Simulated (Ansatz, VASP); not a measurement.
# One calculation of In, two programs

The input POSCAR:

```
In
1.0
   -1.6145604767      1.6145604767      2.4570974863
    1.6145604767     -1.6145604767      2.4570974863
    1.6145604767      1.6145604767     -2.4570974863
In
1
Direct
    0.0000000000      0.0000000000      0.0000000000
```

File INCAR.step1:

```
SYSTEM = In
PREC = Accurate ; ENCUT = 520
ISMEAR = -1 ; SIGMA = 0.05
LREAL = .FALSE. ; LASPH = .TRUE.
NELM = 100 ; NBANDS = 12
GGA = PE ; ALGO = Normal
EDIFF = 1E-4 ; LWAVE = .TRUE.
LCHARG = .FALSE.
```

Contents of INCAR.step2:

```
SYSTEM = In
PREC = Accurate ; ENCUT = 520
EDIFF = 1E-6 ; ISMEAR = -1
SIGMA = 0.05 ; LREAL = .FALSE.
LASPH = .TRUE. ; NELM = 100
ALGO = Normal ; ISIF = 2
LWAVE = .FALSE. ; LCHARG = .FALSE.
METAGGA = R2SCAN ; LMIXTAU = .TRUE.
NBANDS = 12 ; ISTART = 1
```

KPOINTS

```
regular mesh
0
G
  11 11 11
  0 0 0
```

input.yaml

```yaml
crystal:
  lattice:
    - [-1.6145604767, 1.6145604767, 2.4570974863]
    - [1.6145604767, -1.6145604767, 2.4570974863]
    - [1.6145604767, 1.6145604767, -2.4570974863]
  atoms:
    - { symbol: In, position: [0.0, 0.0, 0.0] }
hamiltonian:
  xc: r2scan
  pseudopotentials: { kind: paw }
kpoints:
  mp_grid: { grid: [11, 11, 11] }
scf:
  occupations: { method: fermi_dirac, width: 0.05 }
output:
  forces: true
  stress: true
  eigenvalues: true
```

Alike in both runs: task single point; functional r2SCAN; k mesh 11 × 11 × 11; occupations fermi-dirac, width 0.05 eV; no spin polarisation.

|  | VASP | Ansatz |
| --- | --- | --- |
| version | VASP 6.6.1 | Ansatz 0.2.0 |
| potentials or method | VASP PAW PBE potentials, release 64 (In_d) | Ansatz PAW |
| plane-wave cutoff (eV) | 520 | 500 |
| valence electrons in the cell | 13 | 13 |

VASP gave:

| Item | Value |
| --- | --- |
| gap on the k mesh at the Fermi level (eV) | none |
| pressure (GPa) | 1.2 |
| traceless stress, the component that is largest in VASP (GPa) | -0.33 |

**Question.** Estimate Ansatz's values.

**Answer.** gap on the k mesh at the Fermi level (eV): none; pressure (GPa): 1.2; traceless stress, the component that is largest in VASP (GPa): -0.34.

VASP's potentials were made for PBE, not for r2SCAN. A gap of «none» marks a metal or a gap that the smearing closes. The functional is the same, so the differences come from potentials, cutoffs and numerics.
